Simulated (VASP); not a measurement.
# Si4Cl (Pm-3m) in VASP: further runs, part 2 of 2

VASP 6.6.1. The steps go on from the part before.

### 3 Single point, PBE

The input, INCAR:

```
PREC = Accurate ; ENCUT = 500
EDIFF = 1E-6 ; ISMEAR = 0
SIGMA = 0.2 ; LREAL = F
LASPH = T ; NELM = 120
ALGO = Normal ; ISIF = 2
LWAVE = F ; LCHARG = F
GGA = PE ; NBANDS = 20
GGA_COMPAT = F
```

The input, KPOINTS:

```
Automatic mesh
0
Gamma
  4 4 4
```

The input, POSCAR:

```
Si4Cl
1.0
    4.6806236941      0.0000000000      0.0000000000
    0.0000000000      4.6806236941      0.0000000000
    0.0000000000      0.0000000000      4.6806236941
Si Cl
4 1
Direct
    0.5000000000      0.0000000000      0.0000000000
    0.0000000000      0.5000000000      0.0000000000
    0.0000000000      0.0000000000      0.5000000000
    0.5000000000      0.5000000000      0.5000000000
    0.0000000000      0.0000000000      0.0000000000
```

Potentials or basis: VASP PAW PBE potentials, release 64 (Si, Cl).

Started as:

```
$ cat potpaw_PBE.64/Si/POTCAR potpaw_PBE.64/Cl/POTCAR > POTCAR
$ mpirun -np 1 vasp_std > vasp.out
```

OUTCAR:

```text
PREC = Accurate
   ENCUT = 500
   EDIFF = 1E-6
   ISMEAR = 0
   LREAL = F
   LASPH = T
   NELM = 120
   ISIF = 2
   GGA = PE

 ion  position               nearest neighbor table
   1  0.500  0.000  0.000-   5 2.34   5 2.34
   2  0.000  0.500  0.000-   5 2.34   5 2.34
   3  0.000  0.000  0.500-   5 2.34   5 2.34
   4  0.500  0.500  0.500-
   5  0.000  0.000  0.000-   1 2.34   2 2.34   3 2.34   3 2.34   2 2.34   1 2.34

  LATTYP: Found a simple cubic cell.
 ALAT       =     4.6806236941

  Lattice vectors:

 A1 = (   4.6806236941,   0.0000000000,   0.0000000000)
 A2 = (   0.0000000000,   4.6806236941,   0.0000000000)
 A3 = (   0.0000000000,   0.0000000000,   4.6806236941)

Analysis of symmetry for initial positions (statically):
=====================================================================
 Subroutine PRICEL returns:
 Original cell was already a primitive cell.

 Routine SETGRP: Setting up the symmetry group for a
 simple cubic supercell.

 Subroutine GETGRP returns: Found 48 space group operations
 (whereof 48 operations were pure point group operations)
 out of a pool of 48 trial point group operations.

The static configuration has the point symmetry O_h .

Analysis of symmetry for dynamics (positions and initial velocities):
=====================================================================
 Subroutine PRICEL returns:
 Original cell was already a primitive cell.

 Routine SETGRP: Setting up the symmetry group for a
 simple cubic supercell.

 Subroutine GETGRP returns: Found 48 space group operations
 (whereof 48 operations were pure point group operations)
 out of a pool of 48 trial point group operations.

The dynamic configuration has the point symmetry O_h .

 Subroutine INISYM returns: Found 48 space group operations
[... 105 lines left out ...]
   IALGO  =     38    algorithm
   IMIX   =      4    mixing-type and parameters
     AMIX     =   0.40;   BMIX     =  1.00
     AMIX_MAG =   1.60;   BMIX_MAG =  1.00
  volume/ion in A,a.u.               =      20.51       138.40
  Fermi-wavevector in a.u.,A,eV,Ry     =   0.994673  1.879660 13.461259  0.989375
  Thomas-Fermi vector in A             =   2.126641
   LORBIT       =      0    0 simple, 1 ext, 2 COOP (PROOUT), +10 PAW based schemes
   GGA     = PE    functional components
   LHFCALC =     F    Hartree Fock is set to
   AEXX    =    0.0000 exact exchange contribution
   IVDW    =     0    specifies the selected vdW correction
   LEPSILON=     F    determine dielectric tensor
   LRPA    =     F    only Hartree local field effects (RPA)
 non-spin polarized calculation
 Gauss-broadening in eV      SIGMA  =   0.20
  energy-cutoff  :      500.00
  volume of cell :      102.54
 maximum number of plane-waves:      2624
 NGX is ok and might be reduce to    36
   NGX = 17   NGY = 17   NGZ = 17

 number of electron      22.9999995 magnetization

 Free energy of the ion-electron system (eV)
  ---------------------------------------------------
  ext. energy  EPLUGINS =         0.00000000
  ---------------------------------------------------
  free energy    TOTEN  =       -16.75820276 eV

  energy without entropy =      -16.74136269  energy(sigma->0) =      -16.74978273

 E-fermi :   6.1735     XC(G=0):  -9.7221

 val. band max:        6.1080996098   @ k =   0.5000   0.5000   0.0000
 cond. band min:       6.4265459964   @ k =   0.5000   0.2500   0.0000
 fundamental gap:      0.3184463865
 Fermi energy:         6.1734840652

 k-point     1 :       0.0000    0.0000    0.0000
  band No.  band energies     occupation
      1     -13.7766      2.00000
      2      -3.0103      2.00000
      3      -3.0103      2.00000
      4      -3.0103      2.00000
      5      -2.8915      2.00000
      6       0.0297      2.00000
[... 219 lines left out ...]
     19      10.3013      0.00000
     20      10.3013      0.00000

------------------------ aborting loop because EDIFF is reached ----------------------------------------

  FORCE on cell =-STRESS in cart. coord.  units (eV):
  Direction    XX          YY          ZZ          XY          YZ          ZX
  --------------------------------------------------------------------------------------
  -------------------------------------------------------------------------------------
  Total        0.5081489      0.5081489      0.5081489      0.0000000      0.0000000      0.0000000
  in kB        7.9394489      7.9394489      7.9394489      0.0000000      0.0000000      0.0000000
  external PRESSURE =       7.9394489 kB  Pullay stress =       0.0000000 kB

 VOLUME and BASIS-vectors are now :
 -----------------------------------------------------------------------------
  energy-cutoff  :      500.00
  volume of cell :      102.54
      direct lattice vectors                 reciprocal lattice vectors
     4.680623694  0.000000000  0.000000000     0.213646741  0.000000000  0.000000000
     0.000000000  4.680623694  0.000000000     0.000000000  0.213646741  0.000000000
     0.000000000  0.000000000  4.680623694     0.000000000  0.000000000  0.213646741

 POSITION                                       TOTAL-FORCE (eV/Angst)
 -----------------------------------------------------------------------------------
      2.34031      0.00000      0.00000         0.000000      0.000000      0.000000
      0.00000      2.34031      0.00000         0.000000      0.000000      0.000000
      0.00000      0.00000      2.34031         0.000000      0.000000      0.000000
      2.34031      2.34031      2.34031         0.000000      0.000000      0.000000
      0.00000      0.00000      0.00000         0.000000      0.000000      0.000000
 -----------------------------------------------------------------------------------
    total drift:                               -0.000000      0.000000     -0.000000

  FREE ENERGIE OF THE ION-ELECTRON SYSTEM (eV)
  ---------------------------------------------------
  free  energy   TOTEN  =       -16.7582027628 eV

  energy  without entropy=      -16.7413626927  energy(sigma->0) =      -16.74978273
```

OSZICAR:

```text
N       E                     dE             d eps       ncg     rms          rms(c)
DAV:   1     0.594078037768E+02    0.59408E+02   -0.86448E+03   400   0.899E+02
DAV:   2    -0.117918662786E+02   -0.71200E+02   -0.68220E+02   516   0.137E+02
DAV:   3    -0.168261721941E+02   -0.50343E+01   -0.49806E+01   484   0.343E+01
DAV:   4    -0.169060486159E+02   -0.79876E-01   -0.79700E-01   484   0.520E+00
DAV:   5    -0.169072205624E+02   -0.11719E-02   -0.11717E-02   500   0.631E-01    0.164E+01
DAV:   6    -0.167852245955E+02    0.12200E+00   -0.17590E-01   500   0.217E+00    0.981E+00
DAV:   7    -0.167599598374E+02    0.25265E-01   -0.16555E-01   492   0.187E+00    0.160E+00
DAV:   8    -0.167584547772E+02    0.15051E-02   -0.13482E-02   452   0.697E-01    0.351E-01
DAV:   9    -0.167582184898E+02    0.23629E-03   -0.40026E-03   456   0.301E-01    0.943E-02
DAV:  10    -0.167582007203E+02    0.17770E-04   -0.14877E-04   472   0.726E-02    0.662E-02
DAV:  11    -0.167582014376E+02   -0.71738E-06   -0.66788E-05   464   0.397E-02    0.414E-02
DAV:  12    -0.167582031380E+02   -0.17003E-05   -0.43355E-06   448   0.128E-02    0.561E-03
DAV:  13    -0.167582027628E+02    0.37522E-06   -0.65271E-07   248   0.409E-03
   1 F= -.16758203E+02 E0= -.16749783E+02  d E =-.168401E-01
```

Run time: 14 s. Hardware: 1 thread of Intel Xeon Platinum 8259CL at 2.50GHz (Skylake/Cascade Lake), shared host; peak memory 0.2 GiB.

What came out:

* Free energy: -16.7582 eV
* Pressure: 0.8 GPa
* Band gap on the k mesh: zero (an odd number of electrons rules out a gap without spin polarisation)

Caveat: an odd number of electrons without spin polarisation forces a metal; a magnetic or distorted state may lie lower.

### 4 Single point, PBE

This run uses another cell than the first one, of 20.89 Å³/atom.

The input, INCAR:

```
ALGO = Normal ; EDIFF = 1E-6
ENCUT = 500 ; GGA = PE
GGA_COMPAT = F ; ISIF = 2
ISMEAR = 0 ; LASPH = T
LCHARG = T ; LELF = T
LREAL = F ; LVHAR = T
LWAVE = F ; NBANDS = 20
NELM = 120 ; PREC = Accurate
SIGMA = 0.2
```

The input, KPOINTS:

```
k-points
0
Gamma
  4 4 4
```

The input, POSCAR:

```
Si4Cl
1.0
    4.7091895781      0.0000000000      0.0000000000
    0.0000000000      4.7091895781      0.0000000000
    0.0000000000      0.0000000000      4.7091895781
Si Cl
4 1
Direct
    0.5000000000      0.5000000000      0.5000000000
    0.0000000000      0.5000000000      0.5000000000
    0.5000000000      0.0000000000      0.5000000000
    0.5000000000      0.5000000000      0.0000000000
    0.0000000000      0.0000000000      0.0000000000
```

Potentials or basis: VASP PAW PBE potentials, release 64 (Si, Cl).

Started as:

```
$ cat potpaw_PBE.64/Si/POTCAR potpaw_PBE.64/Cl/POTCAR > POTCAR
$ mpirun -np 1 vasp_std > vasp.out
```

OUTCAR:

```text
EDIFF = 1E-6
   ENCUT = 500
   GGA = PE
   ISIF = 2
   ISMEAR = 0
   LASPH = T
   LREAL = F
   NELM = 120
   PREC = Accurate

 ion  position               nearest neighbor table
   1  0.500  0.500  0.500-   2 2.35   3 2.35   4 2.35   4 2.35   3 2.35   2 2.35
   2  0.000  0.500  0.500-   1 2.35   1 2.35
   3  0.500  0.000  0.500-   1 2.35   1 2.35
   4  0.500  0.500  0.000-   1 2.35   1 2.35
   5  0.000  0.000  0.000-

  LATTYP: Found a simple cubic cell.
 ALAT       =     4.7091895781

  Lattice vectors:

 A1 = (   4.7091895781,   0.0000000000,   0.0000000000)
 A2 = (   0.0000000000,   4.7091895781,   0.0000000000)
 A3 = (   0.0000000000,   0.0000000000,   4.7091895781)

Analysis of symmetry for initial positions (statically):
=====================================================================
 Subroutine PRICEL returns:
 Original cell was already a primitive cell.

 Routine SETGRP: Setting up the symmetry group for a
 simple cubic supercell.

 Subroutine GETGRP returns: Found 48 space group operations
 (whereof 48 operations were pure point group operations)
 out of a pool of 48 trial point group operations.

The static configuration has the point symmetry O_h .

Analysis of symmetry for dynamics (positions and initial velocities):
=====================================================================
 Subroutine PRICEL returns:
 Original cell was already a primitive cell.

 Routine SETGRP: Setting up the symmetry group for a
 simple cubic supercell.

 Subroutine GETGRP returns: Found 48 space group operations
 (whereof 48 operations were pure point group operations)
 out of a pool of 48 trial point group operations.

The dynamic configuration has the point symmetry O_h .

 Subroutine INISYM returns: Found 48 space group operations
 (whereof 48 operations are pure point group operations),
[... 104 lines left out ...]
   IALGO  =     38    algorithm
   IMIX   =      4    mixing-type and parameters
     AMIX     =   0.40;   BMIX     =  1.00
     AMIX_MAG =   1.60;   BMIX_MAG =  1.00
  volume/ion in A,a.u.               =      20.89       140.95
  Fermi-wavevector in a.u.,A,eV,Ry     =   0.988639  1.868258 13.298443  0.977408
  Thomas-Fermi vector in A             =   2.120181
   LORBIT       =      0    0 simple, 1 ext, 2 COOP (PROOUT), +10 PAW based schemes
   GGA     = PE    functional components
   LHFCALC =     F    Hartree Fock is set to
   AEXX    =    0.0000 exact exchange contribution
   IVDW    =     0    specifies the selected vdW correction
   LEPSILON=     F    determine dielectric tensor
   LRPA    =     F    only Hartree local field effects (RPA)
 non-spin polarized calculation
 Gauss-broadening in eV      SIGMA  =   0.20
  energy-cutoff  :      500.00
  volume of cell :      104.43
 maximum number of plane-waves:      2680
 NGX is ok and might be reduce to    36
   NGX = 17   NGY = 17   NGZ = 17

 number of electron      22.9999993 magnetization

 Free energy of the ion-electron system (eV)
  ---------------------------------------------------
  ext. energy  EPLUGINS =         0.00000000
  ---------------------------------------------------
  free energy    TOTEN  =       -19.32646968 eV

  energy without entropy =      -19.24865105  energy(sigma->0) =      -19.28756036

 E-fermi :   5.3016     XC(G=0):  -9.4874

 val. band max:        5.2991414086   @ k =   0.2500   0.0000   0.0000
 cond. band min:       5.3425335301   @ k =   0.5000   0.2500   0.0000
 fundamental gap:      0.0433921215
 Fermi energy:         5.3016223087

 k-point     1 :       0.0000    0.0000    0.0000
  band No.  band energies     occupation
      1      -9.7592      2.00000
      2      -6.4955      2.00000
      3      -0.4766      2.00000
      4      -0.4766      2.00000
      5      -0.0690      2.00000
      6      -0.0690      2.00000
[... 219 lines left out ...]
     19       9.6637      0.00000
     20      10.9259      0.00000

------------------------ aborting loop because EDIFF is reached ----------------------------------------

  FORCE on cell =-STRESS in cart. coord.  units (eV):
  Direction    XX          YY          ZZ          XY          YZ          ZX
  --------------------------------------------------------------------------------------
  -------------------------------------------------------------------------------------
  Total        0.2391358      0.2391358      0.2391358      0.0000000      0.0000000     -0.0000000
  in kB        3.6687383      3.6687383      3.6687383      0.0000000      0.0000000     -0.0000000
  external PRESSURE =       3.6687383 kB  Pullay stress =       0.0000000 kB

 VOLUME and BASIS-vectors are now :
 -----------------------------------------------------------------------------
  energy-cutoff  :      500.00
  volume of cell :      104.43
      direct lattice vectors                 reciprocal lattice vectors
     4.709189578  0.000000000  0.000000000     0.212350763  0.000000000  0.000000000
     0.000000000  4.709189578  0.000000000     0.000000000  0.212350763  0.000000000
     0.000000000  0.000000000  4.709189578     0.000000000  0.000000000  0.212350763

 POSITION                                       TOTAL-FORCE (eV/Angst)
 -----------------------------------------------------------------------------------
      2.35459      2.35459      2.35459         0.000000      0.000000      0.000000
      0.00000      2.35459      2.35459         0.000000      0.000000      0.000000
      2.35459      0.00000      2.35459         0.000000      0.000000      0.000000
      2.35459      2.35459      0.00000         0.000000      0.000000      0.000000
      0.00000      0.00000      0.00000         0.000000      0.000000      0.000000
 -----------------------------------------------------------------------------------
    total drift:                               -0.000000      0.000000      0.000000

  FREE ENERGIE OF THE ION-ELECTRON SYSTEM (eV)
  ---------------------------------------------------
  free  energy   TOTEN  =       -19.3264696795 eV

  energy  without entropy=      -19.2486510475  energy(sigma->0) =      -19.28756036
```

stdout:

```text
POSCAR found type information on POSCAR SiCl
 POSCAR found :  2 types and       5 ions
 scaLAPACK will be used
 LDA part: xc-table for (Slater+PW92), standard interpolation
 POSCAR, INCAR and KPOINTS ok, starting setup
 FFT: planning ... GRIDC
 FFT: planning ... GRID_SOFT
 FFT: planning ... GRID
 WAVECAR not read
 entering main loop
```

It took 14 s on 1 thread of Intel Xeon Platinum 8259CL at 2.50GHz (Skylake/Cascade Lake), shared host; peak memory 0.2 GiB.

Results:

| Property | Result |
| --- | --- |
| Free energy | -19.3265 eV |
| Pressure | 0.4 GPa |
| Band gap on the k mesh | zero (an odd number of electrons rules out a gap without spin polarisation) |

Levels at points of the mesh, in eV from the Fermi level:
```tsv
k point	band 7	band 8	band 9	band 10	band 11	band 12	band 13	band 14	band 15	band 16
(0.00, 0.00, 0.00)	-5.37	-2.79	-2.79	-2.79	-1.80	1.70	1.70	1.70	3.08	3.08
(0.50, 0.00, 0.00)	-4.41	-3.57	-3.57	-1.67	0.11	0.53	0.53	0.93	1.85	1.85
(0.50, 0.50, 0.00)	-3.22	-3.19	-3.19	-2.56	-0.44	-0.44	1.34	1.50	1.50	3.75
(0.50, 0.50, 0.50)	-4.80	-4.80	-0.09	-0.09	-0.09	1.47	1.47	3.42	3.42	3.42
```

Caveat: an odd number of electrons without spin polarisation forces a metal; a magnetic or distorted state may lie lower.

### 5 Overview

| cell | gap on the mesh (eV) | pressure (GPa) |
| --- | --- | --- |
| a = 4.678 Å, 5 atoms, atomic positions A | none | 0.9 |
| a = 4.681 Å, 5 atoms, atomic positions A | none | 0.8 |
| a = 4.709 Å, 5 atoms, atomic positions B | none | 0.4 |

Alike in all rows: task single point; level PBE; potentials or basis VASP PAW PBE potentials, release 64 (Si, Cl); no spin polarisation; k mesh 4 × 4 × 4; cutoff (eV) 500; smearing gaussian 0.2 eV.

Caveats: an odd number of electrons without spin polarisation forces a metal; a magnetic or distorted state may lie lower.

Absolute energies hang on the potentials; compare differences alone.

The gap in the log of VASP goes by the Fermi energy; the results here count the filled bands.